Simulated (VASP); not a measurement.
Write the native input for VASP 6.6.1 that does the following.

| Property | Result |
| --- | --- |
| Task | single point |
| Functional | PBE |
| Potentials or basis | VASP PAW PBE potentials, release 64 (Sc_sv, Ga_d, P) |
| Cutoff | 520 eV |
| k mesh | 10 × 10 × 6 |
| Occupations | gaussian, width 0.1 eV |
| Spin | no spin polarisation |
| Dipole correction | no |
| Further INCAR settings | ALGO = Normal; EDIFF = 1e-06; NBANDS = 34 |

The structure of Sc2GaP3 lies in POSCAR:

```
Sc2GaP3
1.0
    3.7088132737      0.0000000000      0.0000000000
    0.0000000000      3.7088132737      0.0000000000
    0.0000000000      0.0000000000      7.6475336222
Sc Ga P
2 1 3
Direct
    0.5000000000      0.0000000000      0.6843819687
    0.0000000000      0.5000000000      0.3156180313
    0.5000000000      0.5000000000      0.0000000000
    0.5000000000      0.0000000000      0.3343383809
    0.0000000000      0.5000000000      0.6656616191
    0.0000000000      0.0000000000      0.0000000000
```

The cell was built from a structure type or drawn by symmetry, and may not be a known phase.

The input as run:

INCAR

```
SYSTEM = Sc2GaP3
PREC     = Accurate       ! precision mode
ENCUT    = 520            ! plane-wave cutoff, eV
EDIFF    = 1E-6           ! SCF threshold, eV
ISMEAR   = 0              ! smearing method
SIGMA    = 0.1            ! smearing width, eV
LREAL    = .FALSE.        ! projectors in reciprocal space
LASPH    = .TRUE.         ! aspherical terms in the spheres
NELM     = 100            ! most SCF steps
ALGO     = Normal         ! electronic algorithm
ISIF     = 2              ! what is computed and relaxed
LWAVE    = .FALSE.        ! write WAVECAR
LCHARG   = .FALSE.        ! write CHGCAR
GGA      = PE             ! functional
NBANDS   = 34             ! bands
```

KPOINTS

```
Automatic mesh
0
G
  10 10 6
  0 0 0
```

Potentials or basis: VASP PAW PBE potentials, release 64 (Sc_sv, Ga_d, P).

Launch:

```sh
$ cat potpaw_PBE.64/Sc_sv/POTCAR potpaw_PBE.64/Ga_d/POTCAR potpaw_PBE.64/P/POTCAR > POTCAR
$ mpirun -np 1 vasp_std > vasp.out
```

Results of the run:

The pressure is 0.2 GPa and the largest force is 0.003 eV/Å. The band gap on the k mesh is zero (bands 25 and 26 overlap by 2.07 eV).

Run time: 110 s on 1 thread of Intel(R) Xeon(R) 6975P-C (Granite Rapids), on a shared host, peak memory 0.39 GiB.
